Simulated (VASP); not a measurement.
# Au: single point with PBEsol

The system is Au.

```xyz
2
Lattice="2.9000 0.0000 0.0000 -1.4500 2.5115 0.0000 0.0000 0.0000 4.8800" Properties=species:S:1:pos:R:3 pbc="T T T"
Au    0.0000    1.5743    3.5600
Au    1.4500    0.8372    1.2200
```

This cell differs from its parent crystal: atom 1 (Au) moved by (-0.100, -0.100) A along y and z.

* Program: VASP 6.6.1
* Task: single point
* Functional: PBEsol
* Potentials or basis: VASP PAW PBE potentials, release 64 (Au)
* Cutoff: 520 eV
* k mesh: 18 × 18 × 10
* Occupations: gaussian, width 0.15 eV
* Spin: no spin polarisation

```json
{
  "Pressure": "-5.7 GPa",
  "Largest force": "0.600 eV/Å",
  "Band gap on the k mesh": "zero (band 11 reaches 12.57 eV, above the bottom of band 12 at 6.16 eV)"
}
```

Forces on the atoms (eV/Å):
```
Au   0.000  0.032  0.599
Au   0.000 -0.032 -0.599
```

Stress tensor (GPa, compression positive):
```
-5.79  0.00  0.00
 0.00 -6.20  0.37
 0.00  0.37 -5.19
```

Levels at points of the mesh, in eV from the Fermi level:
```
           k point  band 7  band 8  band 9  band 10  band 11  band 12  band 13  band 14  band 15  band 16
(0.00, 0.00, 0.00)   -4.04   -3.50   -3.19    -2.24    -1.94    -0.97     2.44    14.58    15.75    16.66
(0.50, 0.00, 0.00)   -3.61   -1.92   -1.82    -1.61     0.47     1.44     5.68     6.90     7.48    10.27
(0.00, 0.50, 0.00)   -3.23   -1.85   -1.76    -1.65     0.20     1.64     5.37     6.73     7.24    10.24
(0.00, 0.00, 0.50)   -4.35   -4.34   -2.72    -2.57    -2.42    -2.39     9.64    11.01    14.84    14.98
(0.50, 0.00, 0.50)   -2.23   -2.14   -1.73    -1.67     0.35     0.54     3.72     3.96    12.57    13.07
(0.00, 0.50, 0.50)   -2.57   -2.48   -1.71    -1.67     0.62     0.84     3.51     3.78    12.91    13.13
```

Run time: 2.1 min on 1 thread of Intel(R) Xeon(R) 6975P-C (Granite Rapids), with other jobs on the host, peak memory 0.53 GiB.

Caveat: the cell differs from its parent crystal (atom 1 (Au) moved by (-0.100, -0.100) A along y and z); the PAW data sets were made with another functional, which shifts forces and pressure a little; spin-orbit coupling is left out, which moves the levels of the heavy elements.
